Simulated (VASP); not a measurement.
A run of VASP 6.6.1 is set up as follows.

The input POSCAR:

```
CsCl
1.0
    4.1368324570      0.0000000000      0.0000000000
    0.0000000000      4.1368324570      0.0000000000
    0.0000000000      0.0000000000      4.1368324570
Cs Cl
1 1
Direct
    0.0000000000      0.0000000000      0.0000000000
    0.5000000000      0.5000000000      0.5000000000
```

INCAR.step1

```
PREC     = Accurate       # precision mode
ENCUT    = 400            # plane-wave cutoff, eV
EDIFF    = 1E-5           # SCF threshold, eV
ISMEAR   = 0              # smearing method
SIGMA    = 0.01           # smearing width, eV
LREAL    = False          # projectors in reciprocal space
LASPH    = True           # aspherical terms in the spheres
NELM     = 120            # most SCF steps
ALGO     = Normal         # electronic algorithm
ISIF     = 2              # what is computed and relaxed
LWAVE    = True           # write WAVECAR
LCHARG   = False          # write CHGCAR
GGA      = PE             # functional
NBANDS   = 15             # bands
GGA_COMPAT= False
```

File INCAR.step2:

```
PREC     = Accurate       # precision mode
ENCUT    = 400            # plane-wave cutoff, eV
EDIFF    = 1E-6           # SCF threshold, eV
ISMEAR   = 0              # smearing method
SIGMA    = 0.01           # smearing width, eV
LREAL    = False          # projectors in reciprocal space
LASPH    = True           # aspherical terms in the spheres
NELM     = 120            # most SCF steps
ALGO     = Normal         # electronic algorithm
ISIF     = 2              # what is computed and relaxed
LWAVE    = False          # write WAVECAR
LCHARG   = False          # write CHGCAR
GGA      = PE             # functional
LHFCALC  = True           # exact exchange
AEXX     = 1.0            # exact-exchange fraction
HFSCREEN = 0.2078         # screening, 1/A
PRECFOCK = Normal       
ISTART   = 1            
NBANDS   = 15             # bands
ALDAC    = 1.0          
AGGAC    = 1.0          
GGA_COMPAT= False
```

KPOINTS

```
Automatic mesh
0
Gamma
  4 4 4
```

Potentials or basis: VASP PAW PBE potentials, release 64 (Cs_sv, Cl).

The run is started by

```console
$ cat potpaw_PBE.64/Cs_sv/POTCAR potpaw_PBE.64/Cl/POTCAR > POTCAR
$ cp INCAR.step1 INCAR
$ mpirun -np 1 vasp_std > vasp.out
$ cp INCAR.step2 INCAR
$ mpirun -np 1 vasp_std > vasp.out
```

Question: Predict the band gap on the k mesh.

Answer: 10.65 eV.

Question: What does it give for the pressure?

Answer: -0.8 GPa.

Caveat: the PAW data sets were made with another functional, which shifts forces and pressure a little; spin-orbit coupling is left out, which moves the levels of the heavy elements. A k mesh can miss the band edges.
